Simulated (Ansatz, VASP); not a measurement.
One calculation of TaPb, two programs

```
Ta Pb
1.0
     0.00000    2.88090    2.88090
     2.88090    0.00000    2.88090
     2.88090    2.88090    0.00000
Ta Pb
1 1
Direct
  0.00000 0.00000 0.00000
  0.50000 0.50000 0.50000
```

Change from the starting cell: species swapped into the TiC type (Fm-3m, No. 225).

Alike in both runs: functional PBE; k mesh 6 × 6 × 6; occupations gaussian, width 0.1 eV; no spin polarisation.

Ansatz relaxed the structure, and its values are those at the end. VASP's run is a single point on that final structure, the one shown.

|  | VASP | Ansatz |
| --- | --- | --- |
| version | VASP 6.6.1 | Ansatz 0.2.0 |
| potentials or method | VASP PAW PBE potentials, release 64 (Ta_pv, Pb_d), cutoff 520 eV | scalar-relativistic, plane waves, PAW |
| valence electrons in the cell | 25 | 27 |

|  | VASP | Ansatz | Ansatz less VASP |
| --- | --- | --- | --- |
| gap on the k mesh at the Fermi level (eV) | none | none | - |
| pressure (GPa) | 0.3 | 0.3 | +0.04 |

A gap of «none» marks a metal or a gap that the smearing closes. VASP's potentials hold 25 valence electrons a cell and Ansatz's 27, so a difference there can come from the potentials and not from the codes.

Neither program's run includes spin-orbit coupling.
